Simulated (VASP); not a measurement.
# K2PtO2 (P-3m1) in VASP: notebook

Runs on K2PtO2. Level: PBE. Tasks: relaxation of cell and atoms.

Everything below comes from runs of VASP 6.6.1. Logs are shortened: lines on timing, memory, paths and dates and some standing lists are left out, and cuts for length are marked.

### 1 The cell of the first run

It takes space group P-3m1 (No. 164, trigonal). Conventional cell: a = 4.469 Å, b = 4.469 Å, c = 6.115 Å, α = 90.00°, β = 90.00°, γ = 120.00°. Within 1.6 Å of K (site symmetry 3m) lie 1 O at 1.17 Å. Within 3.9 Å of Pt (site symmetry -3m) lie 6 K at 2.95 Å and 6 O at 3.66 Å. O (site symmetry 3m) has 1 K at 1.17 Å within 1.6 Å.

### 2 Relaxation of cell and atoms, PBE

The input, INCAR:

```
SYSTEM = K2PtO2
  PREC = Accurate
  ENCUT = 600
  EDIFF = 1E-7
  ISMEAR = 0
  SIGMA = 0.1
  LREAL = .FALSE.
  LASPH = .TRUE.
  NELM = 100
  ALGO = Normal
  ISIF = 3
  LWAVE = .FALSE.
  LCHARG = .FALSE.
  GGA = PE
  IBRION = 2
  NSW = 90
  EDIFFG = -0.04
```

The input, KPOINTS:

```
regular mesh
0
G
  6 6 4
  0 0 0
```

The input, POSCAR:

```
K2PtO2
1.0
    4.4691406759      0.0000000000      0.0000000000
   -2.2345703379      3.8703893585      0.0000000000
    0.0000000000      0.0000000000      6.1153349347
K Pt O
2 1 2
Direct
    0.3333333333      0.6666666667      0.7663000000
    0.6666666667      0.3333333333      0.2337000000
    0.0000000000      0.0000000000      0.0000000000
    0.3333333333      0.6666666667      0.5744000000
    0.6666666667      0.3333333333      0.4256000000
```

Potentials or basis: VASP PAW PBE potentials, release 64 (K_sv, Pt, O).

On the command line:

```sh
cat potpaw_PBE.64/K_sv/POTCAR potpaw_PBE.64/Pt/POTCAR potpaw_PBE.64/O/POTCAR > POTCAR
mpirun -np 1 vasp_std > vasp.out
```

OUTCAR:

```text
SYSTEM = K2PtO2
   PREC = Accurate
   ENCUT = 600
   EDIFF = 1E-7
   ISMEAR = 0
   LREAL = .FALSE.
   LASPH = .TRUE.
   NELM = 100
   ISIF = 3
   GGA = PE
   IBRION = 2
   NSW = 90
   EDIFFG = -0.04

 ion  position               nearest neighbor table
   1  0.333  0.667  0.766-   4 1.17   3 2.95   3 2.95   3 2.95
   2  0.667  0.333  0.234-   5 1.17   3 2.95   3 2.95   3 2.95
   3  0.000  0.000  0.000-   1 2.95   2 2.95   2 2.95   1 2.95   2 2.95   1 2.95
   4  0.333  0.667  0.574-   1 1.17
   5  0.667  0.333  0.426-   2 1.17

 -----------------------------------------------------------------------------
|                                                                             |
|           W    W    AA    RRRRR   N    N  II  N    N   GGGG   !!!           |
|           W    W   A  A   R    R  NN   N  II  NN   N  G    G  !!!           |
|           W    W  A    A  R    R  N N  N  II  N N  N  G       !!!           |
|           W WW W  AAAAAA  RRRRR   N  N N  II  N  N N  G  GGG   !            |
|           WW  WW  A    A  R   R   N   NN  II  N   NN  G    G                |
|           W    W  A    A  R    R  N    N  II  N    N   GGGG   !!!           |
|                                                                             |
|     The distance between some ions is very small. Please check the          |
|     nearest-neighbor list in the OUTCAR file.                               |
|     I HOPE YOU KNOW WHAT YOU ARE DOING!                                     |
|                                                                             |
 -----------------------------------------------------------------------------

  LATTYP: Found a hexagonal cell.
 ALAT       =     4.4691406759
 C/A-ratio  =     1.3683469325

  Lattice vectors:

 A1 = (   4.4691406759,   0.0000000000,   0.0000000000)
 A2 = (  -2.2345703379,   3.8703893585,   0.0000000000)
 A3 = (   0.0000000000,   0.0000000000,   6.1153349347)

Analysis of symmetry for initial positions (statically):
=====================================================================
 Subroutine PRICEL returns:
 Original cell was already a primitive cell.

 Routine SETGRP: Setting up the symmetry group for a
 hexagonal supercell.

 Subroutine GETGRP returns: Found 12 space group operations
 (whereof 12 operations were pure point group operations)
 out of a pool of 24 trial point group operations.

The static configuration has the point symmetry D_3d.

Analysis of symmetry for dynamics (positions and initial velocities):
=====================================================================
 Subroutine PRICEL returns:
 Original cell was already a primitive cell.

 Routine SETGRP: Setting up the symmetry group for a
 hexagonal supercell.

 Subroutine GETGRP returns: Found 12 space group operations
 (whereof 12 operations were pure point group operations)
 out of a pool of 24 trial point group operations.

The dynamic configuration has the point symmetry D_3d.

 Subroutine INISYM returns: Found 12 space group operations
 (whereof 12 operations are pure point group operations),
 and found     1 'primitive' translations

----------------------------------------------------------------------------------------

                                     Primitive cell

  volume of cell :     105.7789

  direct lattice vectors                    reciprocal lattice vectors
     4.469140676  0.000000000  0.000000000     0.223756662  0.129185969  0.000000000
    -2.234570338  3.870389359  0.000000000     0.000000000  0.258371938  0.000000000
     0.000000000  0.000000000  6.115334935     0.000000000  0.000000000  0.163523341

  length of vectors
     4.469140676  4.469140676  6.115334935     0.258371938  0.258371938  0.163523341

  position of ions in fractional coordinates (direct lattice)
     0.333333333  0.666666667  0.766300000
     0.666666667  0.333333333  0.233700000
     0.000000000  0.000000000  0.000000000
     0.333333333  0.666666667  0.574400000
     0.666666667  0.333333333  0.425600000

  ion indices of the primitive-cell ions
   primitive index   ion index
                 1           1
                 2           2
                 3           3
                 4           4
                 5           5

----------------------------------------------------------------------------------------

 KPOINTS: regular mesh

Automatic generation of k-mesh.
 Grid dimensions read from file:
 generate k-points for:    6    6    4

 Generating k-lattice:

  Cartesian coordinates                     Fractional coordinates (reciprocal lattice)
     0.037292777  0.021530995  0.000000000     0.166666667 -0.000000000  0.000000000
     0.000000000  0.043061990  0.000000000     0.000000000  0.166666667  0.000000000
     0.000000000  0.000000000  0.040880835     0.000000000  0.000000000  0.250000000

  Length of vectors
     0.043061990  0.043061990  0.040880835

  Shift w.r.t. Gamma in fractional coordinates (k-lattice)
     0.000000000  0.000000000  0.000000000

 Subroutine IBZKPT returns following result:
 ===========================================

 Found     24 irreducible k-points:

 Following reciprocal coordinates:
            Coordinates               Weight
  0.000000  0.000000  0.000000      1.000000
  0.166667 -0.000000  0.000000      6.000000
  0.333333 -0.000000  0.000000      6.000000
  0.500000 -0.000000  0.000000      3.000000
  0.166667  0.166667  0.000000      6.000000
  0.333333  0.166667  0.000000     12.000000
[... 16 lines left out ...]
  0.333333  0.166667  0.500000     12.000000
  0.333333  0.333333  0.500000      2.000000
   k-points           NKPTS =     24   k-points in BZ     NKDIM =     24   number of bands    NBANDS=     24
   number of dos      NEDOS =    301   number of ions     NIONS =      5
   total plane-waves  NPLWV =  64800
   dimension x,y,z NGX =    36 NGY =   36 NGZ =   50
   dimension x,y,z NGXF=    72 NGYF=   72 NGZF=  100
   ions per type =               2   1   2
   NGX,Y,Z   is equivalent  to a cutoff of  13.39, 13.39, 13.59 a.u.
   NGXF,Y,Z  is equivalent  to a cutoff of  26.78, 26.78, 27.19 a.u.
 SYSTEM =  K2PtO2
   PREC   = accura    normal or accurate (medium, high low for compatibility)
   ISTART =      0    job   : 0-new  1-cont  2-samecut
   ICHARG =      2    charge: 1-file 2-atom 10-const
   ISPIN  =      1    spin polarized calculation?
   LNONCOLLINEAR =      F non collinear calculations
   LSORBIT =      F    spin-orbit coupling
   LASPH  =      T    aspherical Exc in radial PAW
   ENCUT  =  600.0 eV  44.10 Ry    6.64 a.u.   8.93  8.93 12.21*2*pi/ulx,y,z
   NELM   =    100;   NELMIN=  2; NELMDL= -5     # of ELM steps
   EDIFF  = 0.1E-06   stopping-criterion for ELM
   LREAL  =      F    real-space projection
   EDIFFG = -.4E-01   stopping-criterion for IOM
   NSW    =     90    number of steps for IOM
   IBRION =      2    ionic relax: 0-MD 1-quasi-New 2-CG
   NFREE  =      1    steps in history (QN), initial steepest desc. (CG)
   ISIF   =      3    stress and relaxation
   ISYM   =      2    0-nonsym 1-usesym 2-fastsym
   POTIM  = 0.5000    time-step for ionic-motion
   TEBEG  =    0.0;   TEEND  =   0.0 temperature during run
   PSTRESS=    0.0 pullay stress
   NELECT =      40.0000    total number of electrons
   NUPDOWN=      -1.0000    fix difference up-down
   EMIN   =  10.00;   EMAX   =-10.00  energy-range for DOS
   EFERMI =   0.00;   METHOD = LEGACY
   ISMEAR =     0;   SIGMA  =   0.10  broadening in eV -4-tet -1-fermi 0-gaus
   EFERMI_NEDOS =   21; number of points for ismear=-14 and -15
   IALGO  =     38    algorithm
   IMIX   =      4    mixing-type and parameters
     AMIX     =   0.40;   BMIX     =  1.00
     AMIX_MAG =   1.60;   BMIX_MAG =  1.00
  volume/ion in A,a.u.               =      21.16       142.77
  Fermi-wavevector in a.u.,A,eV,Ry     =   1.183846  2.237144 19.068445  1.401491
  Thomas-Fermi vector in A             =   2.320072
   LORBIT       =      0    0 simple, 1 ext, 2 COOP (PROOUT), +10 PAW based schemes
   GGA     = PE    functional components
   LHFCALC =     F    Hartree Fock is set to
   AEXX    =    0.0000 exact exchange contribution
   IVDW    =     0    specifies the selected vdW correction
   LEPSILON=     F    determine dielectric tensor
   LRPA    =     F    only Hartree local field effects (RPA)
 conjugate gradient relaxation of ions
 non-spin polarized calculation
 Gauss-broadening in eV      SIGMA  =   0.10
  energy-cutoff  :      600.00
  volume of cell :      105.78
 maximum number of plane-waves:      3552
   NGX = 17   NGY = 17   NGZ = 25

--------------------------------------- Ionic step        1  -------------------------------------------

 number of electron      40.0000008 magnetization

 Free energy of the ion-electron system (eV)
  ---------------------------------------------------
  ext. energy  EPLUGINS =         0.00000000
  ---------------------------------------------------
  free energy    TOTEN  =        18.19405764 eV

  energy without entropy =       18.20016783  energy(sigma->0) =       18.19711273

------------------------ aborting loop because EDIFF is reached ----------------------------------------

  FORCE on cell =-STRESS in cart. coord.  units (eV):
  Direction    XX          YY          ZZ          XY          YZ          ZX
  --------------------------------------------------------------------------------------
  -------------------------------------------------------------------------------------
  Total        2.5680865      2.5680865    164.8186952      0.0000000      0.0000000     -0.0000000
  in kB       38.8974644     38.8974644   2496.4227048      0.0000000      0.0000000     -0.0000000
  external PRESSURE =     858.0725445 kB  Pullay stress =       0.0000000 kB
[... 1411 lines left out ...]
     23       8.0248      0.00000
     24       8.4631      0.00000

[... ionic steps 4 to 45 ...]

--------------------------------------- Ionic step       46  -------------------------------------------

 number of electron      40.0000005 magnetization

------------------------ aborting loop because EDIFF is reached ----------------------------------------

  FORCE on cell =-STRESS in cart. coord.  units (eV):
  Direction    XX          YY          ZZ          XY          YZ          ZX
  --------------------------------------------------------------------------------------
  -------------------------------------------------------------------------------------
  Total        0.1580046      0.1580046      0.0330688      0.0000000      0.0000000     -0.0000000
  in kB        2.5675124      2.5675124      0.5373543      0.0000000      0.0000000     -0.0000000
  external PRESSURE =       1.8907930 kB  Pullay stress =       0.0000000 kB
[... 63 lines left out ...]
  energy  without entropy=      -20.5630358197  energy(sigma->0) =      -20.56841330

--------------------------------------- Ionic step       48  -------------------------------------------

 number of electron      39.9999996 magnetization

 Free energy of the ion-electron system (eV)
  ---------------------------------------------------
  ext. energy  EPLUGINS =         0.00000000
  ---------------------------------------------------
  free energy    TOTEN  =       -20.57765169 eV

  energy without entropy =      -20.56699471  energy(sigma->0) =      -20.57232320

 E-fermi :   3.3369     XC(G=0):  -9.1961

 val. band max:        3.3126284257   @ k =   0.1667   0.1667   0.0000
 cond. band min:       3.4733525824   @ k =   0.1667   0.1667   0.0000
 fundamental gap:      0.1607241568
 Fermi energy:         3.3369139676

 k-point     1 :       0.0000    0.0000    0.0000
  band No.  band energies     occupation
      1     -27.4866      2.00000
      2     -27.4745      2.00000
      3     -15.8214      2.00000
      4     -14.2339      2.00000
      5     -10.9068      2.00000
      6     -10.8422      2.00000
[... 669 lines left out ...]
  FREE ENERGIE OF THE ION-ELECTRON SYSTEM (eV)
  ---------------------------------------------------
  free  energy   TOTEN  =       -20.5776516900 eV

  energy  without entropy=      -20.5669947108  energy(sigma->0) =      -20.57232320

 reached required accuracy - stopping structural energy minimisation
```

It took 60 min on 1 thread of Intel Xeon Platinum 8259CL at 2.50GHz (Skylake/Cascade Lake), shared host; peak memory 0.31 GiB.

Results:

- Free energy: -20.5777 eV
- Relaxed volume: 19.53 Å³/atom
- Relaxed cell: a = 3.662 Å, b = 3.662 Å, c = 8.406 Å, α = 90.00°, β = 90.00°, γ = 120.00°
- Space group after relaxing (to 0.1 Å): P-3m1 (No. 164)
- Pressure after relaxing: 0.0 GPa
- Largest force after relaxing: 0.016 eV/Å
- Band gap on the k mesh: zero (bands 20 and 21 overlap by 0.02 eV)

Forces on the atoms (eV/Å):
```
K    0.000  0.000  0.016
K    0.000  0.000 -0.016
Pt   0.000  0.000  0.000
O    0.000  0.000 -0.012
O    0.000  0.000  0.012
```

Final structure:
```yaml
crystal:
  lattice:
    - [3.66245, 0.00000, 0.00000]
    - [-1.83122, 3.17177, 0.00000]
    - [0.00000, 0.00000, 8.40585]
  atoms:
    - { symbol: K, position: [0.33333, 0.66667, 0.27893] }
    - { symbol: K, position: [0.66667, 0.33333, 0.72107] }
    - { symbol: Pt, position: [0.00000, 0.00000, 0.00000] }
    - { symbol: O, position: [0.33333, 0.66667, 0.91034] }
    - { symbol: O, position: [0.66667, 0.33333, 0.08966] }
```

Levels at points of the mesh, in eV from the Fermi level:
```csv
k point,band 16,band 17,band 18,band 19,band 20,band 21,band 22,band 23,band 24
"(0.00, 0.00, 0.00)",-3.00,-2.85,-2.85,-1.82,-0.94,1.53,1.53,2.20,2.76
"(0.50, 0.00, 0.00)",-2.82,-2.57,-2.57,-2.02,-0.45,1.10,1.70,2.08,3.78
"(0.00, 0.00, 0.50)",-3.00,-2.85,-2.85,-1.70,-0.68,1.48,1.52,1.52,3.97
"(0.50, 0.00, 0.50)",-2.83,-2.57,-2.57,-2.01,-0.45,1.10,1.66,2.27,3.26
```

Caveat: a cell axis changed by over 15 % at a fixed basis, so the end point is rough; spin-orbit coupling is left out, which moves the levels of the heavy elements.

### 3 Relaxation of cell and atoms, PBE

This run uses another cell than the first one, of 21.22 Å³/atom.

The input, INCAR:

```
  ALGO = Normal
  EDIFF = 1E-6
  EDIFFG = -0.01
  ENCUT = 600
  GGA = PE
  IBRION = 2
  ISIF = 3
  ISMEAR = 0
  LASPH = T
  LCHARG = F
  LREAL = F
  LWAVE = F
  NELM = 60
  NSW = 100
  PREC = Accurate
  SIGMA = 0.1
```

The input, KPOINTS:

```
k-points
0
Gamma
  12 12 4
```

The input, POSCAR:

```
K2PtO2
1.0
    3.6181969653      0.0000000000      0.0000000000
   -1.8090984827      3.1334504879      0.0000000000
    0.0000000000      0.0000000000      9.3600373045
K Pt O
2 1 2
Direct
    0.3333333333      0.6666666667      0.7370226261
    0.6666666667      0.3333333333      0.2629773739
    0.0000000000      0.0000000000      0.0000000000
    0.3333333333      0.6666666667      0.0847872137
    0.6666666667      0.3333333333      0.9152127863
```

Potentials or basis: VASP PAW PBE potentials, release 64 (K_sv, Pt, O).

On the command line:

```sh
cat potpaw_PBE.64/K_sv/POTCAR potpaw_PBE.64/Pt/POTCAR potpaw_PBE.64/O/POTCAR > POTCAR
mpirun -np 1 vasp_std > vasp.out
```

Wall time 17 min (1 thread of Intel Xeon Platinum 8259CL at 2.50GHz (Skylake/Cascade Lake), shared host); peak memory 0.42 GiB.

Results (log left out):

```yaml
Free_energy: -20.8772 eV
Relaxed_volume: 21.28 Å³/atom
Relaxed_cell: a = 3.617 Å, b = 3.617 Å, c = 9.396 Å, α = 90.00°, β = 90.00°, γ = 120.00°
Space_group_after_relaxing_to_0.1_Å: P-3m1 (No. 164)
Energy_gained_by_relaxing: 0.1 meV/atom
Ionic_steps: 7
Pressure_after_relaxing: 0.0 GPa
Largest_force_after_relaxing: 0.005 eV/Å
Band_gap_on_the_k_mesh: zero (filled and empty bands touch)
```

Forces in eV/Å, atoms in the order of the input:
```
K    0.000  0.000  0.005
K    0.000  0.000 -0.005
Pt   0.000  0.000  0.000
O    0.000  0.000  0.000
O    0.000  0.000  0.000
```

Step by step:
```
step  energy change (eV)  largest force (eV/Å)  pressure (GPa)  volume (Å³)
   1              0.0000                0.0198            0.07       106.12
   2             -0.0001                0.0152            0.01       106.25
   3             -0.0002                0.0136           -0.07       106.42
   4             -0.0003                0.0131            0.01       106.36
   5             -0.0003                0.0136            0.01       106.36
   6             -0.0003                0.0119            0.01       106.38
   7             -0.0003                0.0053            0.03       106.42
```

Final structure:
```yaml
crystal:
  lattice:
    - [3.61654, 0.00000, 0.00000]
    - [-1.80827, 3.13202, 0.00000]
    - [0.00000, 0.00000, 9.39551]
  atoms:
    - { symbol: K, position: [0.33333, 0.66667, 0.73734] }
    - { symbol: K, position: [0.66667, 0.33333, 0.26266] }
    - { symbol: Pt, position: [0.00000, 0.00000, 0.00000] }
    - { symbol: O, position: [0.33333, 0.66667, 0.08437] }
    - { symbol: O, position: [0.66667, 0.33333, 0.91563] }
```

Levels at points of the mesh, in eV from the Fermi level:
```csv
k point,band 17,band 18,band 19,band 20,band 21,band 22,band 23,band 24
"(0.00, 0.00, 0.00)",-2.89,-2.89,-1.85,-1.16,1.51,1.51,1.53,2.31
"(0.50, 0.00, 0.00)",-2.78,-2.56,-2.10,-0.41,1.10,1.83,2.05,3.41
"(0.00, 0.00, 0.50)",-2.89,-2.89,-1.77,-0.98,0.96,1.51,1.51,3.15
"(0.50, 0.00, 0.50)",-2.78,-2.56,-2.10,-0.41,1.10,1.80,2.20,3.00
```

Caveat: spin-orbit coupling is left out, which moves the levels of the heavy elements.

The gap in the log of VASP goes by the Fermi energy; the results here count the filled bands.